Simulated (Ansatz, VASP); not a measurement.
**Nb: VASP beside Ansatz**

```xyz
1
Lattice="-1.6556 1.6556 1.6556 1.6556 -1.6556 1.6556 1.6556 1.6556 -1.6556" Properties=species:S:1:pos:R:3 pbc="T T T"
Nb    0.0000    0.0000    0.0000
```

Alike in both runs: functional PBE; k mesh 18 × 18 × 18; occupations gaussian, width 0.1 eV; no spin polarisation.

Ansatz relaxed the structure, and its values are those at the end. VASP's run is a single point on that final structure, the one shown.

|  | VASP | Ansatz |
| --- | --- | --- |
| version | VASP 6.6.1 | Ansatz 0.2.0 |
| potentials or method | VASP PAW PBE potentials, release 64 (Nb_sv), cutoff 520 eV | scalar-relativistic, plane waves, PAW |
| valence electrons in the cell | 13 | 13 |

```tsv
	VASP	Ansatz	Ansatz less VASP
gap on the k mesh at the Fermi level (eV)	none	none	-
pressure (GPa)	-0.3	0.0	+0.32
```

A gap of «none» marks a metal or a gap that the smearing closes.
